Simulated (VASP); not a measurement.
Set up this calculation in VASP 6.6.1, as the native input.

```yaml
Task: single point
Functional: PBE
Potentials_or_basis: VASP PAW PBE potentials, release 64 (Cu, O)
Cutoff: 520 eV
k_mesh: 6 × 6 × 1
Occupations: gaussian, width 0.1 eV
Spin: no spin polarisation
Dipole_correction: yes
Further_INCAR_settings: ALGO = Normal; EDIFF = 1e-06; NBANDS = 81
```

The structure of Cu12O lies in POSCAR:

```
Cu12O
1.0
    5.1319544695      0.0000000000      0.0000000000
   -2.5659772347      4.4444029416      0.0000000000
    0.0000000000      0.0000000000     19.6215699228
Cu O
12 1
Direct
    0.3333333333      0.1666666667      0.2038572864
    0.3333333333      0.6666666666      0.2038572864
    0.8333333333      0.1666666667      0.2038572864
    0.8333333333      0.6666666667      0.2038572864
    0.1666666667      0.3333333334      0.3088787979
    0.1666666667      0.8333333333      0.3088787979
    0.6666666667      0.3333333334      0.3088787979
    0.6666666667      0.8333333333      0.3088787979
    0.0000000000      0.0000000000      0.4139103015
    0.0000000000      0.5000000000      0.4139103015
    0.5000000000      0.0000000000      0.4139103015
    0.5000000000      0.5000000000      0.4139103015
    0.0000000000      0.2500000000      0.4797271504
```

These files were run (other wordings do the same):

INCAR

```
SYSTEM = Cu12O
  PREC = Accurate
  ENCUT = 520
  EDIFF = 1E-6
  ISMEAR = 0
  SIGMA = 0.1
  LREAL = .FALSE.
  LASPH = .TRUE.
  NELM = 80
  ALGO = Normal
  ISIF = 2
  LWAVE = .FALSE.
  LCHARG = .TRUE.
  LDIPOL = .TRUE.
  IDIPOL = 3
  DIPOL = 0.5 0.5 0.322
  GGA = PE
  LELF = .TRUE.
  LVHAR = .TRUE.
  LVACPOTAV = .TRUE.
  NBANDS = 81
```

KPOINTS

```
Automatic mesh
0
G
  6 6 1
  0 0 0
```

Potentials or basis: VASP PAW PBE potentials, release 64 (Cu, O).

Launch:

```sh
$ cat potpaw_PBE.64/Cu/POTCAR potpaw_PBE.64/O/POTCAR > POTCAR
$ mpirun -np 1 vasp_std > vasp.out
```

It gave:

The largest force is 1.020 eV/Å and the band gap on the k mesh is zero (bands 69 and 70 overlap by 0.28 eV).

It took 13 min on 1 thread of AMD EPYC 9R45 96-Core Processor (Zen 5), with other jobs on the host, peak memory 0.71 GiB.
